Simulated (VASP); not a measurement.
A run of VASP 6.6.1 is set up as follows.

The input INCAR:

```
ALGO = Normal
EDIFF = 1E-6
EDIFFG = -0.05
ENCUT = 600
GGA = PS
IBRION = 2
ISIF = 3
ISMEAR = 0
ISPIN = 2
LASPH = T
LCHARG = F
LMAXMIX = 4
LORBIT = 11
LREAL = F
LWAVE = F
MAGMOM = 0 1.4 0 0
NELM = 150
NSW = 100
PREC = Accurate
SIGMA = 0.1
```

Contents of KPOINTS:

```
k-points
0
Gamma
  6 6 6
```

The input POSCAR:

```
LiVO2
1.0
    3.0295250000      0.0000000000      0.0000000000
    0.0000000000      3.0295250000      0.0000000000
    0.0000000000      0.0000000000      3.9179980000
Li V O
1 1 2
Direct
    0.0000000000      0.0000000000      0.0000000000
    0.5000000000      0.5000000000      0.5000000000
    0.0000000000      0.0000000000      0.5000000000
    0.5000000000      0.5000000000      0.0000000000
```

Potentials or basis: VASP PAW PBE potentials, release 64 (Li_sv, V_sv, O).

Run with:

```bash
$ cat potpaw_PBE.64/Li_sv/POTCAR potpaw_PBE.64/V_sv/POTCAR potpaw_PBE.64/O/POTCAR > POTCAR
$ mpirun -np 1 vasp_std > vasp.out
```

Task: Predict the net moment.

Result: 1.32 μB per cell.

Task: What does it give for the relaxed cell?

Result: a = 2.887 Å, b = 2.887 Å, c = 3.855 Å, α = 90.00°, β = 90.00°, γ = 90.00°.

Task: What does it give for the site moments?

Result: Li -0.00; V +1.21; O +0.03, -0.02 μB.

Task: Estimate the space group after relaxing (to 0.05 Å).

Result: P4/mmm (No. 123).

Stress tensor (GPa, compression positive):
```
0.98 0.00 0.00
0.00 0.98 0.00
0.00 0.00 0.84
```

Caveat: the cutoff is under 1.25 times the usual one of these potentials, so pressure, stress and relaxed cells hold a basis-set (Pulay) error; the PAW data sets were made with another functional, which shifts forces and pressure a little.
